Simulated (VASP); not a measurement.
# MgO (Ama2) in VASP: notebook

MgO is run at these levels: PBE; tasks: single point.

Program: VASP 6.6.1. These are calculated values, not measurements. Logs are shortened: lines on timing, memory, paths and dates and some standing lists are left out, and cuts for length are marked.

## (1) The cell of the first run

Symmetry: Ama2, No. 40, orthorhombic system. Conventional cell: a = 4.141 Å, b = 6.170 Å, c = 3.562 Å, α = 90.00°, β = 90.00°, γ = 90.00°. Within 2.6 Å of Mg (site symmetry m) lie 5 O at 1.97 to 2.14 Å. O (site symmetry m) has 5 Mg at 1.97 to 2.14 Å within 2.6 Å.

## (2) Single point, PBE (atoms displaced along a vibrational mode, the cell strained)

INCAR

```
ALGO = Normal ; EDIFF = 1E-7
ENCUT = 520 ; GGA = PE
ISIF = 2 ; ISMEAR = 0
LASPH = True ; LCHARG = False
LREAL = False ; LWAVE = False
NBANDS = 16 ; NELM = 60
PREC = Accurate ; SIGMA = 0.05
```

KPOINTS

```
k-points
0
Gamma
  9 9 6
```

POSCAR

```
MgO
1.0
    3.5623398291      0.0000000000      0.0000000000
   -1.7811699146      3.0850767889      0.0000000000
    0.0000000000      0.0000000000      4.1406048166
Mg O
2 2
Direct
    0.6778828062      0.3333333333      0.7500000000
    0.3445494728      0.6666666667      0.2500000000
    0.6496275848      0.3333333333      0.2500000000
    0.3162942515      0.6666666667      0.7500000000
```

Potentials or basis: VASP PAW PBE potentials, release 64 (Mg, O).

Run with:

```console
$ cat potpaw_PBE.64/Mg/POTCAR potpaw_PBE.64/O/POTCAR > POTCAR
$ mpirun -np 1 vasp_std > vasp.out
```

OUTCAR:

```text
EDIFF = 1E-7
   ENCUT = 520
   GGA = PE
   ISIF = 2
   ISMEAR = 0
   LASPH = True
   LREAL = False
   NELM = 60
   PREC = Accurate

 ion  position               nearest neighbor table
   1  0.678  0.333  0.750-   4 1.97   4 2.06   3 2.07   3 2.07   4 2.14   2 2.92   2 2.92   2 2.92
                             2 2.92   2 2.92   2 2.92
   2  0.345  0.667  0.250-   3 1.97   3 2.06   4 2.07   4 2.07   3 2.14   1 2.92   1 2.92   1 2.92
                             1 2.92   1 2.92   1 2.92
   3  0.650  0.333  0.250-   2 1.97   2 2.06   1 2.07   1 2.07   2 2.14
   4  0.316  0.667  0.750-   1 1.97   1 2.06   2 2.07   2 2.07   1 2.14

  LATTYP: Found a hexagonal cell.
 ALAT       =     3.5623398291
 C/A-ratio  =     1.1623272948

  Lattice vectors:

 A1 = (   3.5623398291,   0.0000000000,   0.0000000000)
 A2 = (  -1.7811699146,   3.0850767889,   0.0000000000)
 A3 = (   0.0000000000,   0.0000000000,   4.1406048166)

Analysis of symmetry for initial positions (statically):
=====================================================================
 Subroutine PRICEL returns:
 Original cell was already a primitive cell.

 Routine SETGRP: Setting up the symmetry group for a
 hexagonal supercell.

 Subroutine GETGRP returns: Found  4 space group operations
 (whereof  2 operations were pure point group operations)
 out of a pool of 24 trial point group operations.

The static configuration has the point symmetry C_2 .
 The point group associated with its full space group is C_2v.

Analysis of symmetry for dynamics (positions and initial velocities):
=====================================================================
 Subroutine PRICEL returns:
 Original cell was already a primitive cell.

 Routine SETGRP: Setting up the symmetry group for a
 hexagonal supercell.

 Subroutine GETGRP returns: Found  4 space group operations
 (whereof  2 operations were pure point group operations)
 out of a pool of 24 trial point group operations.

The dynamic configuration has the point symmetry C_2 .
 The point group associated with its full space group is C_2v.

 Subroutine INISYM returns: Found  4 space group operations
 (whereof  2 operations are pure point group operations),
 and found     1 'primitive' translations

----------------------------------------------------------------------------------------

[... 96 lines left out ...]
   EDIFF  = 0.1E-06   stopping-criterion for ELM
   LREAL  =      F    real-space projection
   EDIFFG = 0.1E-05   stopping-criterion for IOM
   NSW    =      0    number of steps for IOM
   IBRION =     -1    ionic relax: 0-MD 1-quasi-New 2-CG
   NFREE  =      0    steps in history (QN), initial steepest desc. (CG)
   ISIF   =      2    stress and relaxation
   ISYM   =      2    0-nonsym 1-usesym 2-fastsym
   POTIM  = 0.5000    time-step for ionic-motion
   TEBEG  =    0.0;   TEEND  =   0.0 temperature during run
   PSTRESS=    0.0 pullay stress
   NELECT =      16.0000    total number of electrons
   NUPDOWN=      -1.0000    fix difference up-down
   EMIN   =  10.00;   EMAX   =-10.00  energy-range for DOS
   EFERMI =   0.00;   METHOD = LEGACY
   ISMEAR =     0;   SIGMA  =   0.05  broadening in eV -4-tet -1-fermi 0-gaus
   EFERMI_NEDOS =   21; number of points for ismear=-14 and -15
   IALGO  =     38    algorithm
   IMIX   =      4    mixing-type and parameters
     AMIX     =   0.40;   BMIX     =  1.00
     AMIX_MAG =   1.60;   BMIX_MAG =  1.00
  volume/ion in A,a.u.               =      11.38        76.77
  Fermi-wavevector in a.u.,A,eV,Ry     =   1.155473  2.183527 18.165380  1.335118
  Thomas-Fermi vector in A             =   2.292101
   LORBIT       =      0    0 simple, 1 ext, 2 COOP (PROOUT), +10 PAW based schemes
   GGA     = PE    functional components
   LHFCALC =     F    Hartree Fock is set to
   AEXX    =    0.0000 exact exchange contribution
   IVDW    =     0    specifies the selected vdW correction
   LEPSILON=     F    determine dielectric tensor
   LRPA    =     F    only Hartree local field effects (RPA)
 non-spin polarized calculation
 Gauss-broadening in eV      SIGMA  =   0.05
  energy-cutoff  :      520.00
  volume of cell :       45.51
 maximum number of plane-waves:      1264
   NGX = 13   NGY = 13   NGZ = 15

 number of electron      16.0000001 magnetization

 Free energy of the ion-electron system (eV)
  ---------------------------------------------------
  ext. energy  EPLUGINS =         0.00000000
  ---------------------------------------------------
  free energy    TOTEN  =       -23.58513828 eV

  energy without entropy =      -23.58513828  energy(sigma->0) =      -23.58513828

 E-fermi :   1.9977     XC(G=0):  -9.9126

 val. band max:        1.7221502691   @ k =   0.0000   0.0000   0.0000
 cond. band min:       5.0234176063   @ k =   0.0000   0.0000   0.0000
 fundamental gap:      3.3012673372
 Fermi energy:         1.9977194531

 k-point     1 :       0.0000    0.0000    0.0000
  band No.  band energies     occupation
      1     -15.0248      2.00000
      2     -13.6678      2.00000
      3      -1.6844      2.00000
      4       0.0482      2.00000
      5       0.0555      2.00000
      6       1.0520      2.00000
[... 433 lines left out ...]
      3      -1.6759      2.00000
      4      -0.5079      2.00000
      5      -0.3583      2.00000
      6      -0.0832      2.00000
[... 8 lines left out ...]
     15      16.1843      0.00000
     16      16.2839      0.00000

 [... further k-points ...]

------------------------ aborting loop because EDIFF is reached ----------------------------------------

  FORCE on cell =-STRESS in cart. coord.  units (eV):
  Direction    XX          YY          ZZ          XY          YZ          ZX
  --------------------------------------------------------------------------------------
  -------------------------------------------------------------------------------------
  Total       -0.0910981     -0.3536233      0.9817225      0.0000000      0.0000000      0.0000000
  in kB       -3.2074118    -12.4504878     34.5648121      0.0000000      0.0000000      0.0000000
  external PRESSURE =       6.3023042 kB  Pullay stress =       0.0000000 kB

 VOLUME and BASIS-vectors are now :
 -----------------------------------------------------------------------------
  energy-cutoff  :      520.00
  volume of cell :       45.51
      direct lattice vectors                 reciprocal lattice vectors
     3.562339829  0.000000000  0.000000000     0.280714375  0.162070520  0.000000000
    -1.781169915  3.085076789  0.000000000     0.000000000  0.324141040  0.000000000
     0.000000000  0.000000000  4.140604817     0.000000000  0.000000000  0.241510611

 POSITION                                       TOTAL-FORCE (eV/Angst)
 -----------------------------------------------------------------------------------
      1.82113      1.02836      3.10545        -0.728612     -0.120751      0.000000
      0.03996      2.05672      1.03515        -0.728612      0.120751     -0.000000
      1.72047      1.02836      1.03515         0.728612     -0.123968     -0.000000
     -0.06070      2.05672      3.10545         0.728612      0.123968     -0.000000
 -----------------------------------------------------------------------------------
    total drift:                                0.000384      0.000002     -0.000000

  FREE ENERGIE OF THE ION-ELECTRON SYSTEM (eV)
  ---------------------------------------------------
  free  energy   TOTEN  =       -23.5851382843 eV

  energy  without entropy=      -23.5851382843  energy(sigma->0) =      -23.58513828
```

OSZICAR:

```text
N       E                     dE             d eps       ncg     rms          rms(c)
DAV:   1     0.612390358195E+02    0.61239E+02   -0.75478E+03  3200   0.890E+02
DAV:   2    -0.236225509276E+02   -0.84862E+02   -0.77150E+02  4480   0.195E+02
DAV:   3    -0.276125751746E+02   -0.39900E+01   -0.39790E+01  3624   0.440E+01
DAV:   4    -0.276290034723E+02   -0.16428E-01   -0.16428E-01  3888   0.332E+00
DAV:   5    -0.276290876765E+02   -0.84204E-04   -0.84204E-04  3656   0.228E-01    0.112E+01
DAV:   6    -0.236611618973E+02    0.39679E+01   -0.10592E+01  3440   0.250E+01    0.363E+00
DAV:   7    -0.236059380046E+02    0.55224E-01   -0.15516E-01  3256   0.320E+00    0.214E+00
DAV:   8    -0.235871659327E+02    0.18772E-01   -0.10333E-01  3496   0.339E+00    0.545E-01
DAV:   9    -0.235841935876E+02    0.29723E-02   -0.92855E-03  3960   0.853E-01    0.121E-01
DAV:  10    -0.235851122336E+02   -0.91865E-03   -0.91631E-04  3248   0.239E-01    0.349E-02
DAV:  11    -0.235851359981E+02   -0.23764E-04   -0.39566E-05  3560   0.526E-02    0.171E-02
DAV:  12    -0.235851395684E+02   -0.35703E-05   -0.62533E-06  3312   0.186E-02    0.110E-02
DAV:  13    -0.235851383696E+02    0.11988E-05   -0.21751E-06  3808   0.132E-02    0.347E-03
DAV:  14    -0.235851382843E+02    0.85280E-07   -0.13742E-07  3080   0.295E-03
   1 F= -.23585138E+02 E0= -.23585138E+02  d E =-.373174E-17
```

It took 33 s on 1 thread of Intel Xeon Platinum 8488C (Sapphire Rapids), shared host; peak memory 0.21 GiB.

Results:

```yaml
Free_energy: -23.5851 eV
Pressure: 0.6 GPa
Largest_force: 0.739 eV/Å
Band_gap_on_the_k_mesh: 3.30 eV
```

Forces on the atoms (eV/Å):
```
Mg  -0.729 -0.121  0.000
Mg  -0.729  0.121  0.000
O    0.729 -0.124  0.000
O    0.729  0.124  0.000
```

Levels at points of the mesh, in eV from the valence-band top:
```csv
k point,band 5,band 6,band 7,band 8,band 9,band 10,band 11,band 12
"(0.00, 0.00, 0.00)",-1.67,-0.67,-0.67,0.00,3.30,9.34,12.17,12.18
"(0.00, 0.00, 0.50)",-1.28,-1.28,-1.09,-1.09,6.35,6.35,12.44,12.44
```

Caveat: the cell differs from its parent crystal (atoms displaced along a vibrational mode, the cell strained).

## (3) Single point, PBE (atoms displaced along a vibrational mode, the cell strained)

INCAR

```
SYSTEM = MgO
ALGO = Normal
EDIFF = 1E-6
ENCUT = 520
GGA = PE
ISIF = 2
ISMEAR = 0
LASPH = .True.
LCHARG = .False.
LREAL = .False.
LWAVE = .False.
NBANDS = 16
NELM = 100
PREC = Accurate
SIGMA = 0.05
```

KPOINTS

```
k-points
0
Gamma
  9 9 6
  0 0 0
```

POSCAR

```
MgO
1.0
    3.5623398291      0.0000000000      0.0000000000
   -1.7811699146      3.0850767889      0.0000000000
    0.0000000000      0.0000000000      4.1406048166
Mg O
2 2
Direct
    0.6722747364      0.3333333333      0.7500000000
    0.3389414031      0.6666666667      0.2500000000
    0.6581471257      0.3333333333      0.2500000000
    0.3248137924      0.6666666667      0.7500000000
```

Potentials or basis: VASP PAW PBE potentials, release 64 (Mg, O).

Run with:

```console
$ cat potpaw_PBE.64/Mg/POTCAR potpaw_PBE.64/O/POTCAR > POTCAR
$ mpirun -np 1 vasp_std > vasp.out
```

Wall time 32 s (1 thread of Intel Xeon Platinum 8488C (Sapphire Rapids), shared host); peak memory 0.21 GiB.

It converged, with:

| Item | Value |
| --- | --- |
| Free energy | -23.6395 eV |
| Pressure | 0.1 GPa |
| Largest force | 0.358 eV/Å |
| Band gap on the k mesh | 3.31 eV |

Forces in eV/Å, atoms in the order of the input:
```
Mg  -0.356 -0.030  0.000
Mg  -0.356  0.030  0.000
O    0.356 -0.030  0.000
O    0.356  0.030  0.000
```

Stress tensor (GPa, compression positive):
```
-1.55  0.00  0.00
 0.00 -1.78  0.00
 0.00  0.00  3.64
```

Levels at points of the mesh, in eV from the valence-band top:
| k point | band 4 | band 5 | band 6 | band 7 | band 8 | band 9 | band 10 | band 11 | band 12 | band 13 |
| --- | --- | --- | --- | --- | --- | --- | --- | --- | --- | --- |
| (0.00, 0.00, 0.00) | -1.67 | -1.67 | -0.68 | -0.68 | 0.00 | 3.31 | 9.36 | 12.17 | 12.17 | 12.31 |
| (0.00, 0.00, 0.50) | -2.34 | -1.24 | -1.24 | -1.14 | -1.14 | 6.36 | 6.36 | 12.48 | 12.48 | 12.57 |

Caveat: the cell differs from its parent crystal (atoms displaced along a vibrational mode, the cell strained).

## (4) Single point, PBE (atoms displaced along a vibrational mode, the cell strained)

INCAR

```
PREC = Accurate ; ENCUT = 520
EDIFF = 1E-6 ; ISMEAR = 0
SIGMA = 0.05 ; LREAL = F
LASPH = T ; NELM = 60
ALGO = Normal ; ISIF = 2
LWAVE = F ; LCHARG = T
GGA = PE ; LELF = T
LVHAR = T ; NBANDS = 16
```

KPOINTS

```
regular mesh
0
Gamma
  9 9 6
```

POSCAR

```
MgO
1.0
    3.3980704147      0.0000000000      0.0000000000
   -1.6990352074      2.9428153030      0.0000000000
    0.0000000000      0.0000000000      4.5361391971
Mg O
2 2
Direct
    0.6722747364      0.3333333333      0.7500000000
    0.3389414031      0.6666666667      0.2500000000
    0.6581471257      0.3333333333      0.2500000000
    0.3248137924      0.6666666667      0.7500000000
```

Potentials or basis: VASP PAW PBE potentials, release 64 (Mg, O).

Run with:

```console
$ cat potpaw_PBE.64/Mg/POTCAR potpaw_PBE.64/O/POTCAR > POTCAR
$ mpirun -np 1 vasp_std > vasp.out
```

OUTCAR:

```text
PREC = Accurate
   ENCUT = 520
   EDIFF = 1E-6
   ISMEAR = 0
   LREAL = F
   LASPH = T
   NELM = 60
   ISIF = 2
   GGA = PE

 ion  position               nearest neighbor table
   1  0.672  0.333  0.750-   4 1.92   4 1.96   4 2.00   3 2.27   3 2.27   2 3.00   2 3.00   2 3.00
                             2 3.00   2 3.00   2 3.00
   2  0.339  0.667  0.250-   3 1.92   3 1.96   3 2.00   4 2.27   4 2.27   1 3.00   1 3.00   1 3.00
                             1 3.00   1 3.00   1 3.00
   3  0.658  0.333  0.250-   2 1.92   2 1.96   2 2.00   1 2.27   1 2.27
[... 662 lines left out ...]
  --------------------------------------------------------------------------------------
  -------------------------------------------------------------------------------------
  Total        2.0566155      1.9719769     -2.0663996     -0.0000000      0.0000000      0.0000000
  in kB       72.6410215     69.6515296    -72.9866024     -0.0000000      0.0000000      0.0000000
  external PRESSURE =      23.1019829 kB  Pullay stress =       0.0000000 kB

 VOLUME and BASIS-vectors are now :
 -----------------------------------------------------------------------------
  energy-cutoff  :      520.00
  volume of cell :       45.36
      direct lattice vectors                 reciprocal lattice vectors
     3.398070415  0.000000000  0.000000000     0.294284661  0.169905328  0.000000000
    -1.699035207  2.942815303  0.000000000     0.000000000  0.339810656  0.000000000
     0.000000000  0.000000000  4.536139197     0.000000000  0.000000000  0.220451789

 POSITION                                       TOTAL-FORCE (eV/Angst)
 -----------------------------------------------------------------------------------
      1.71809      0.98094      3.40210        -0.577827     -0.047716      0.000000
      0.01906      1.96188      1.13403        -0.577827      0.047716     -0.000000
      1.67009      0.98094      1.13403         0.577827     -0.048619     -0.000000
     -0.02895      1.96188      3.40210         0.577827      0.048619     -0.000000
 -----------------------------------------------------------------------------------
    total drift:                                0.000321      0.000000     -0.000000

  FREE ENERGIE OF THE ION-ELECTRON SYSTEM (eV)
  ---------------------------------------------------
  free  energy   TOTEN  =       -23.5038927360 eV

  energy  without entropy=      -23.5038927360  energy(sigma->0) =      -23.50389274
```

OSZICAR:

```text
N       E                     dE             d eps       ncg     rms          rms(c)
DAV:   1     0.614000711267E+02    0.61400E+02   -0.76040E+03  3208   0.886E+02
DAV:   2    -0.235007454321E+02   -0.84901E+02   -0.78109E+02  4576   0.196E+02
DAV:   3    -0.275287812665E+02   -0.40280E+01   -0.40158E+01  3504   0.441E+01
DAV:   4    -0.275449913286E+02   -0.16210E-01   -0.16210E-01  3856   0.326E+00
DAV:   5    -0.275450708806E+02   -0.79552E-04   -0.79552E-04  3576   0.220E-01    0.114E+01
DAV:   6    -0.235606172573E+02    0.39845E+01   -0.10884E+01  3216   0.253E+01    0.369E+00
DAV:   7    -0.235157735813E+02    0.44844E-01   -0.15775E-01  3248   0.321E+00    0.214E+00
DAV:   8    -0.235055188488E+02    0.10255E-01   -0.91153E-02  3296   0.328E+00    0.500E-01
DAV:   9    -0.235030477110E+02    0.24711E-02   -0.45195E-03  3920   0.618E-01    0.126E-01
DAV:  10    -0.235038697493E+02   -0.82204E-03   -0.93289E-04  3216   0.202E-01    0.231E-02
DAV:  11    -0.235038907584E+02   -0.21009E-04   -0.20352E-05  3504   0.312E-02    0.145E-02
DAV:  12    -0.235038928208E+02   -0.20623E-05   -0.53906E-06  3232   0.183E-02    0.425E-03
DAV:  13    -0.235038927360E+02    0.84808E-07   -0.42612E-07  2520   0.627E-03
   1 F= -.23503893E+02 E0= -.23503893E+02  d E =-.498578E-13
```

stdout:

```text
POSCAR found type information on POSCAR MgO
 POSCAR found :  2 types and       4 ions
 scaLAPACK will be used
 LDA part: xc-table for (Slater+PW92), standard interpolation
 POSCAR, INCAR and KPOINTS ok, starting setup
 FFT: planning ... GRIDC
 FFT: planning ... GRID_SOFT
 FFT: planning ... GRID
 WAVECAR not read
 entering main loop
```

Wall time 34 s (1 thread of Intel Xeon Platinum 8488C (Sapphire Rapids), shared host); peak memory 0.21 GiB.

Results:

```
Free energy            : -23.5039 eV
Pressure               : 2.3 GPa
Largest force          : 0.580 eV/Å
Band gap on the k mesh : 3.16 eV
```

Forces on the atoms (eV/Å):
```
Mg  -0.578 -0.048  0.000
Mg  -0.578  0.048  0.000
O    0.578 -0.049  0.000
O    0.578  0.049  0.000
```

Caveat: the cell differs from its parent crystal (atoms displaced along a vibrational mode, the cell strained).

## (5) Overview

| cell | gap on the mesh (eV) | pressure (GPa) | largest force (eV/Å) |
| --- | --- | --- | --- |
| a = 3.562, b = 3.562, c = 4.141 Å, angles 90.0, 90.0, 120.0°, 4 atoms, atomic positions A | 3.30 | 0.6 | 0.74 |
| a = 3.562, b = 3.562, c = 4.141 Å, angles 90.0, 90.0, 120.0°, 4 atoms, atomic positions B | 3.31 | 0.1 | 0.36 |
| a = 3.398, b = 3.398, c = 4.536 Å, angles 90.0, 90.0, 120.0°, 4 atoms, atomic positions B | 3.16 | 2.3 | 0.58 |

Alike in all rows: task single point; level PBE; potentials or basis VASP PAW PBE potentials, release 64 (Mg, O); no spin polarisation; k mesh 9 × 9 × 6; cutoff (eV) 520; smearing gaussian 0.05 eV.

Total energies depend on the potentials used, so only differences within one code and one set of settings carry meaning.
